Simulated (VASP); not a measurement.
Wanted: the native input for a VASP 6.6.1 run.

- Task: single point
- Functional: PBEsol
- Dispersion: D3(BJ)
- Potentials or basis: VASP PAW PBE potentials, release 64 (Sn_d, Se)
- Cutoff: 520 eV
- k mesh: 12 × 12 × 6
- Occupations: gaussian, width 0.05 eV
- Spin: no spin polarisation
- Dipole correction: no
- Further INCAR settings: ALGO = Normal; EDIFF = 1e-06; NBANDS = 20

The structure of SnSe2 lies in POSCAR:

```
SnSe2
1.0
    3.7495203087      0.0000000000      0.0000000000
   -1.8747601544      3.2471798393      0.0000000000
    0.0000000000      0.0000000000      6.3398987578
Sn Se
1 2
Direct
    0.0000000000      0.0000000000      0.0000000000
    0.3333333333      0.6666666667      0.2500000000
    0.6666666667      0.3333333333      0.7500000000
```

This cell differs from its parent crystal: ratio of the length along z to the lengths across it x 1.05, volume and fractional coordinates fixed.

One way to write it, as run:

INCAR

```
PREC = Accurate
ENCUT = 520
EDIFF = 1E-6
ISMEAR = 0
SIGMA = 0.05
LREAL = F
LASPH = T
NELM = 100
ALGO = Normal
ISIF = 2
LWAVE = F
LCHARG = T
GGA = PS
IVDW = 12
LELF = T
LVHAR = T
NBANDS = 20
```

KPOINTS

```
Automatic mesh
0
Gamma
  12 12 6
```

Potentials or basis: VASP PAW PBE potentials, release 64 (Sn_d, Se).

Command:

```sh
$ cat potpaw_PBE.64/Sn_d/POTCAR potpaw_PBE.64/Se/POTCAR > POTCAR
$ mpirun -np 1 vasp_std > vasp.out
```

Results of the run:

* Pressure: 0.4 GPa
* Largest force: 0.286 eV/Å
* Band gap on the k mesh: 0.56 eV, indirect (least direct gap 1.13 eV)
* Dispersion energy per atom: -0.328 eV

Caveat: the PAW data sets were made with another functional, which shifts forces and pressure a little; spin-orbit coupling is left out, which moves the levels of the heavy elements.

Run time: 99 s on 1 thread of Intel Xeon 6975P-C, with other jobs on the host, peak memory 0.3 GiB.
